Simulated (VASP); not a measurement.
# ZnO (zincite) (P6_3mc) in VASP: settings compared

Aim: see how the results for ZnO (zincite) move with the level of theory and the settings. Levels: PBE, PBE0. Tasks: single point, relaxation of cell and atoms.

Program: VASP 6.6.1. These are calculated values, not measurements. Logs are shortened: lines on timing, memory, paths and dates and some standing lists are left out, and cuts for length are marked.

**1. The cell of the first run**

Symmetry: P6_3mc, No. 186, hexagonal system. Conventional cell: a = 3.249 Å, b = 3.249 Å, c = 5.206 Å, α = 90.00°, β = 90.00°, γ = 120.00°. Within 2.6 Å of Zn (site symmetry 3m) lie 4 O at 1.97 to 1.98 Å. O (site symmetry 3m) has 4 Zn at 1.97 to 1.98 Å within 2.6 Å.

**2. Single point, PBE**

The input, INCAR:

```
PREC     = Accurate       # precision mode
ENCUT    = 910            # plane-wave cutoff, eV
EDIFF    = 1E-6           # SCF threshold, eV
ISMEAR   = 0              # smearing method
SIGMA    = 0.026000000000000002 # smearing width, eV
LREAL    = F              # projectors in reciprocal space
LASPH    = T              # aspherical terms in the spheres
NELM     = 120            # most SCF steps
ALGO     = Normal         # electronic algorithm
ISIF     = 2              # what is computed and relaxed
LWAVE    = F              # write WAVECAR
LCHARG   = T              # write CHGCAR
GGA      = PE             # functional
LELF     = T              # ELF
LVHAR    = T            
NBANDS   = 26             # bands
GGA_COMPAT= F
```

The input, KPOINTS:

```
Automatic mesh
0
Gamma
  9 9 5
```

The input, POSCAR:

```
ZnO
1.0
    3.2493080000      0.0000000000      0.0000000000
   -1.6246540000      2.8139832727      0.0000000000
    0.0000000000      0.0000000000      5.2057090000
Zn O
2 2
Direct
    0.6666666667      0.3333333333      0.0000000000
    0.3333333333      0.6666666667      0.5000000000
    0.3333333333      0.6666666667      0.8790100000
    0.6666666667      0.3333333333      0.3790100000
```

Potentials or basis: VASP PAW PBE potentials, release 64 (Zn, O_h).

Run with:

```
$ cat potpaw_PBE.64/Zn/POTCAR potpaw_PBE.64/O_h/POTCAR > POTCAR
$ mpirun -np 1 vasp_std > vasp.out
```

OUTCAR:

```text
PREC = Accurate
   ENCUT = 910
   EDIFF = 1E-6
   ISMEAR = 0
   LREAL = F
   LASPH = T
   NELM = 120
   ISIF = 2
   GGA = PE

 ion  position               nearest neighbor table
   1  0.667  0.333  0.000-   4 1.97   3 1.98   3 1.98   3 1.98
   2  0.333  0.667  0.500-   3 1.97   4 1.98   4 1.98   4 1.98
   3  0.333  0.667  0.879-   2 1.97   1 1.98   1 1.98   1 1.98
   4  0.667  0.333  0.379-   1 1.97   2 1.98   2 1.98   2 1.98

  LATTYP: Found a hexagonal cell.
 ALAT       =     3.2493080000
 C/A-ratio  =     1.6020977390

  Lattice vectors:

 A1 = (   3.2493080000,   0.0000000000,   0.0000000000)
 A2 = (  -1.6246540000,   2.8139832727,   0.0000000000)
 A3 = (   0.0000000000,   0.0000000000,   5.2057090000)

Analysis of symmetry for initial positions (statically):
=====================================================================
 Subroutine PRICEL returns:
 Original cell was already a primitive cell.

 Routine SETGRP: Setting up the symmetry group for a
 hexagonal supercell.

 Subroutine GETGRP returns: Found 12 space group operations
 (whereof  6 operations were pure point group operations)
 out of a pool of 24 trial point group operations.

The static configuration has the point symmetry C_3v.
 The point group associated with its full space group is C_6v.

Analysis of symmetry for dynamics (positions and initial velocities):
=====================================================================
 Subroutine PRICEL returns:
 Original cell was already a primitive cell.

 Routine SETGRP: Setting up the symmetry group for a
 hexagonal supercell.

 Subroutine GETGRP returns: Found 12 space group operations
 (whereof  6 operations were pure point group operations)
 out of a pool of 24 trial point group operations.

The dynamic configuration has the point symmetry C_3v.
 The point group associated with its full space group is C_6v.

 Subroutine INISYM returns: Found 12 space group operations
 (whereof  6 operations are pure point group operations),
 and found     1 'primitive' translations

----------------------------------------------------------------------------------------

                                     Primitive cell

  volume of cell :      47.5984

  direct lattice vectors                    reciprocal lattice vectors
     3.249308000  0.000000000  0.000000000     0.307757836  0.177684070  0.000000000
    -1.624654000  2.813983273  0.000000000     0.000000000  0.355368139  0.000000000
     0.000000000  0.000000000  5.205709000     0.000000000  0.000000000  0.192096792

  length of vectors
     3.249308000  3.249308000  5.205709000     0.355368139  0.355368139  0.192096792

  position of ions in fractional coordinates (direct lattice)
     0.666666667  0.333333333  0.000000000
     0.333333333  0.666666667  0.500000000
     0.333333333  0.666666667  0.879010000
     0.666666667  0.333333333  0.379010000

  ion indices of the primitive-cell ions
   primitive index   ion index
                 1           1
                 2           2
                 3           3
                 4           4

----------------------------------------------------------------------------------------

 KPOINTS: Automatic mesh

Automatic generation of k-mesh.
 Grid dimensions read from file:
 generate k-points for:    9    9    5

 Generating k-lattice:

  Cartesian coordinates                     Fractional coordinates (reciprocal lattice)
     0.034195315  0.019742674  0.000000000     0.111111111  0.000000000  0.000000000
     0.000000000  0.039485349  0.000000000     0.000000000  0.111111111  0.000000000
     0.000000000  0.000000000  0.038419358     0.000000000  0.000000000  0.200000000

  Length of vectors
     0.039485349  0.039485349  0.038419358

  Shift w.r.t. Gamma in fractional coordinates (k-lattice)
     0.000000000  0.000000000  0.000000000

 Subroutine IBZKPT returns following result:
 ===========================================

 Found     36 irreducible k-points:

 Following reciprocal coordinates:
            Coordinates               Weight
  0.000000  0.000000  0.000000      1.000000
  0.111111  0.000000  0.000000      6.000000
  0.222222  0.000000  0.000000      6.000000
  0.333333  0.000000  0.000000      6.000000
  0.444444  0.000000  0.000000      6.000000
  0.111111  0.111111  0.000000      6.000000
[... 16 lines left out ...]
  0.333333  0.222222  0.200000     24.000000
  0.333333  0.333333  0.200000      4.000000
 [... further k-points ...]
   k-points           NKPTS =     36   k-points in BZ     NKDIM =     36   number of bands    NBANDS=     26
   number of dos      NEDOS =    301   number of ions     NIONS =      4
   total plane-waves  NPLWV =  55296
   dimension x,y,z NGX =    32 NGY =   32 NGZ =   54
   dimension x,y,z NGXF=    64 NGYF=   64 NGZF=  108
   ions per type =               2   2
   NGX,Y,Z   is equivalent  to a cutoff of  16.37, 16.37, 17.25 a.u.
   NGXF,Y,Z  is equivalent  to a cutoff of  32.74, 32.74, 34.49 a.u.
 SYSTEM =  unknown system
   PREC   = accura    normal or accurate (medium, high low for compatibility)
   ISTART =      0    job   : 0-new  1-cont  2-samecut
   ICHARG =      2    charge: 1-file 2-atom 10-const
   ISPIN  =      1    spin polarized calculation?
   LNONCOLLINEAR =      F non collinear calculations
   LSORBIT =      F    spin-orbit coupling
   LASPH  =      T    aspherical Exc in radial PAW
   ENCUT  =  910.0 eV  66.88 Ry    8.18 a.u.   7.99  7.99 12.80*2*pi/ulx,y,z
   NELM   =    120;   NELMIN=  2; NELMDL= -5     # of ELM steps
   EDIFF  = 0.1E-05   stopping-criterion for ELM
   LREAL  =      F    real-space projection
   EDIFFG = 0.1E-04   stopping-criterion for IOM
   NSW    =      0    number of steps for IOM
   IBRION =     -1    ionic relax: 0-MD 1-quasi-New 2-CG
   NFREE  =      0    steps in history (QN), initial steepest desc. (CG)
   ISIF   =      2    stress and relaxation
   ISYM   =      2    0-nonsym 1-usesym 2-fastsym
   POTIM  = 0.5000    time-step for ionic-motion
   TEBEG  =    0.0;   TEEND  =   0.0 temperature during run
   PSTRESS=    0.0 pullay stress
   NELECT =      36.0000    total number of electrons
   NUPDOWN=      -1.0000    fix difference up-down
   EMIN   =  10.00;   EMAX   =-10.00  energy-range for DOS
   EFERMI =   0.00;   METHOD = LEGACY
   ISMEAR =     0;   SIGMA  =   0.03  broadening in eV -4-tet -1-fermi 0-gaus
   EFERMI_NEDOS =   21; number of points for ismear=-14 and -15
   IALGO  =     38    algorithm
   IMIX   =      4    mixing-type and parameters
     AMIX     =   0.40;   BMIX     =  1.00
     AMIX_MAG =   1.60;   BMIX_MAG =  1.00
  volume/ion in A,a.u.               =      11.90        80.30
  Fermi-wavevector in a.u.,A,eV,Ry     =   1.491574  2.818667 30.270160  2.224794
  Thomas-Fermi vector in A             =   2.604212
   LORBIT       =      0    0 simple, 1 ext, 2 COOP (PROOUT), +10 PAW based schemes
   GGA     = PE    functional components
   LHFCALC =     F    Hartree Fock is set to
   AEXX    =    0.0000 exact exchange contribution
   IVDW    =     0    specifies the selected vdW correction
   LEPSILON=     F    determine dielectric tensor
   LRPA    =     F    only Hartree local field effects (RPA)
 non-spin polarized calculation
 Gauss-broadening in eV      SIGMA  =   0.03
  energy-cutoff  :      910.00
  volume of cell :       47.60
 maximum number of plane-waves:      2983
 NGX is ok and might be reduce to    32
   NGX = 15   NGY = 15   NGZ = 25

 number of electron      35.9999997 magnetization

 Free energy of the ion-electron system (eV)
  ---------------------------------------------------
  ext. energy  EPLUGINS =         0.00000000
  ---------------------------------------------------
  free energy    TOTEN  =       -17.83541073 eV

  energy without entropy =      -17.83541073  energy(sigma->0) =      -17.83541073

 E-fermi :   1.6315     XC(G=0): -10.9145

 val. band max:        1.5222702915   @ k =   0.0000   0.0000   0.0000
 cond. band min:       2.3136988635   @ k =   0.0000   0.0000   0.0000
 fundamental gap:      0.7914285720
 Fermi energy:         1.6314857151

 k-point     1 :       0.0000    0.0000    0.0000
  band No.  band energies     occupation
      1     -16.5653      2.00000
      2     -15.8344      2.00000
      3      -4.1648      2.00000
      4      -4.1648      2.00000
      5      -4.1253      2.00000
      6      -4.1038      2.00000
[... 18 lines left out ...]
     25      15.6522      0.00000
     26      15.6522      0.00000

 k-point     2 :       0.1111    0.0000    0.0000
  band No.  band energies     occupation
      1     -16.4983      2.00000
      2     -15.8054      2.00000
      3      -4.2432      2.00000
      4      -4.1264      2.00000
      5      -4.0842      2.00000
      6      -4.0220      2.00000
[... 18 lines left out ...]
     25      15.7948      0.00000
     26      15.7980      0.00000

 k-point     3 :       0.2222    0.0000    0.0000
  band No.  band energies     occupation
      1     -16.3193      2.00000
      2     -15.7362      2.00000
      3      -4.3917      2.00000
      4      -4.0687      2.00000
      5      -4.0368      2.00000
      6      -3.9354      2.00000
[... 18 lines left out ...]
     25      15.0447      0.00000
     26      15.7678      0.00000

 k-point     4 :       0.3333    0.0000    0.0000
  band No.  band energies     occupation
      1     -16.0918      2.00000
      2     -15.6727      2.00000
      3      -4.4728      2.00000
      4      -4.1162      2.00000
      5      -3.9557      2.00000
      6      -3.7643      2.00000
[... 18 lines left out ...]
     25      14.9164      0.00000
     26      15.5950      0.00000

 k-point     5 :       0.4444    0.0000    0.0000
  band No.  band energies     occupation
      1     -15.9125      2.00000
      2     -15.6564      2.00000
      3      -4.4233      2.00000
      4      -4.1793      2.00000
      5      -3.9181      2.00000
      6      -3.5849      2.00000
[... 18 lines left out ...]
     25      14.7430      0.00000
     26      15.7152      0.00000

 k-point     6 :       0.1111    0.1111    0.0000
  band No.  band energies     occupation
      1     -16.3752      2.00000
      2     -15.7563      2.00000
      3      -4.3210      2.00000
      4      -4.1293      2.00000
      5      -4.0257      2.00000
      6      -3.9797      2.00000
[... 427 lines left out ...]
 k-point    21 :       0.4444    0.1111    0.2000
  band No.  band energies     occupation
      1     -15.8361      2.00000
      2     -15.6754      2.00000
      3      -4.4059      2.00000
      4      -4.2374      2.00000
      5      -3.9090      2.00000
      6      -3.6283      2.00000
[... 18 lines left out ...]
     25      14.4898      0.00000
     26      15.4791      0.00000

 k-point    22 :       0.2222    0.2222    0.2000
  band No.  band energies     occupation
      1     -15.9480      2.00000
      2     -15.6835      2.00000
      3      -4.3288      2.00000
      4      -4.2453      2.00000
      5      -3.8747      2.00000
      6      -3.8436      2.00000
[... 18 lines left out ...]
     25      13.5862      0.00000
     26      16.8229      0.00000

 k-point    23 :       0.3333    0.2222    0.2000
  band No.  band energies     occupation
      1     -15.8053      2.00000
      2     -15.6750      2.00000
      3      -4.2603      2.00000
      4      -4.0882      2.00000
      5      -3.9169      2.00000
      6      -3.7074      2.00000
[... 18 lines left out ...]
     25      14.3911      0.00000
     26      15.8703      0.00000

 k-point    24 :       0.3333    0.3333    0.2000
  band No.  band energies     occupation
      1     -15.7144      2.00000
      2     -15.7144      2.00000
      3      -4.1720      2.00000
      4      -3.9646      2.00000
      5      -3.9646      2.00000
      6      -3.5989      2.00000
[... 18 lines left out ...]
     25      15.0753      0.00000
     26      16.1103      0.00000

 [... further k-points ...]
[... 5 lines left out ...]
  --------------------------------------------------------------------------------------
  -------------------------------------------------------------------------------------
  Total        1.5051669      1.5051669      2.0260103      0.0000000     -0.0000000     -0.0000000
  in kB       50.6644065     50.6644065     68.1961633      0.0000000     -0.0000000     -0.0000000
  external PRESSURE =      56.5083254 kB  Pullay stress =       0.0000000 kB

 VOLUME and BASIS-vectors are now :
 -----------------------------------------------------------------------------
  energy-cutoff  :      910.00
  volume of cell :       47.60
      direct lattice vectors                 reciprocal lattice vectors
     3.249308000  0.000000000  0.000000000     0.307757836  0.177684070  0.000000000
    -1.624654000  2.813983273  0.000000000     0.000000000  0.355368139  0.000000000
     0.000000000  0.000000000  5.205709000     0.000000000  0.000000000  0.192096792

 POSITION                                       TOTAL-FORCE (eV/Angst)
 -----------------------------------------------------------------------------------
      1.62465      0.93799      0.00000        -0.000000      0.000000     -0.073667
     -0.00000      1.87599      2.60285         0.000000     -0.000000     -0.073667
     -0.00000      1.87599      4.57587         0.000000      0.000000      0.073667
      1.62465      0.93799      1.97302        -0.000000     -0.000000      0.073667
 -----------------------------------------------------------------------------------
    total drift:                                0.000000     -0.000000     -0.000389

  FREE ENERGIE OF THE ION-ELECTRON SYSTEM (eV)
  ---------------------------------------------------
  free  energy   TOTEN  =       -17.8354107292 eV

  energy  without entropy=      -17.8354107292  energy(sigma->0) =      -17.83541073
```

Wall time 78 s (1 thread of Intel Xeon Platinum 8259CL at 2.50GHz (Skylake/Cascade Lake), shared host); peak memory 0.27 GiB.

Results:

```
Free energy            : -17.8354 eV
Pressure               : 5.7 GPa
Largest force          : 0.074 eV/Å
Band gap on the k mesh : 0.79 eV, direct
```

Forces on the atoms (eV/Å):
```
Zn   0.000  0.000 -0.074
Zn   0.000  0.000 -0.074
O    0.000  0.000  0.074
O    0.000  0.000  0.074
```

Stress tensor (GPa, compression positive):
```
5.07 0.00 0.00
0.00 5.07 0.00
0.00 0.00 6.82
```

Levels at points of the mesh, in eV from the valence-band top:
```csv
k point,band 16,band 17,band 18,band 19,band 20,band 21
"(0.00, 0.00, 0.00)",-0.07,0.00,0.00,0.79,5.21,8.27
```

Caveat: the cutoff is under 1.25 times the usual one of these potentials, so pressure, stress and relaxed cells hold a basis-set (Pulay) error. As with any semilocal functional, this PBE gap is likely too small.

[end of part 1 of 2]
